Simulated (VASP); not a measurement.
Input of a VASP 6.6.1 run:

Contents of INCAR:

```
SYSTEM = C
PREC = Accurate ; ENCUT = 520
EDIFF = 1E-7 ; ISMEAR = 0
SIGMA = 0.05 ; LREAL = .FALSE.
LASPH = .TRUE. ; NELM = 80
ALGO = Normal ; ISIF = 2
LWAVE = .FALSE. ; LCHARG = .FALSE.
GGA = PE ; NBANDS = 31
```

KPOINTS

```
regular mesh
0
G
  10 10 3
  0 0 0
```

POSCAR

```
C
1.0
   -2.5194924611      0.0000000000      0.0000000000
   -1.2597462306     -2.1819444760      0.0000000000
   -0.9446836983     -0.5454133875     10.3668212017
C
10
Direct
   -0.4850814127     -0.4850814127      0.8741755410
    0.5521513927      0.5521513927      0.7252244590
    0.0353344456      0.0353344456      0.1257456505
    0.6150355344      0.6150355344      0.4736543495
   -0.0019240225     -0.0019240225      0.2747993967
    0.6522940025      0.6522940025      0.3246006033
   -0.1642717297     -0.1642717297      0.9242768224
    0.2313417097      0.2313417097      0.6751231776
    0.3811877003      0.3811877003      0.0756592868
    0.2691822797      0.2691822797      0.5237407132
```

Potentials or basis: VASP PAW PBE potentials, release 64 (C).

Command:

```console
$ cat potpaw_PBE.64/C/POTCAR > POTCAR
$ mpirun -np 1 vasp_std > vasp.out
```

**Question.** Estimate the band gap on the k mesh.

**Answer.** Zero (bands 20 and 21 overlap by 0.34 eV).

**Question.** Predict the largest force.

**Answer.** 4.060 eV/Å.

**Question.** Estimate the pressure.

**Answer.** 4.9 GPa.

Forces in eV/Å, atoms in the order of the input:
```
C   -0.390 -0.225 -0.260
C   -0.274 -0.158 -0.647
C   -0.527 -0.305 -0.277
C   -0.009 -0.005  0.127
C   -0.184 -0.106  0.526
C   -0.004 -0.002 -0.119
C   -0.184 -0.106 -3.007
C    0.004  0.002  0.157
C    1.569  0.906  3.633
C   -0.001 -0.001 -0.134
```

Caveat: the cell stands under pressure; forces of over 1 eV/Å act on the atoms, so gaps and moduli don't describe the material at rest.
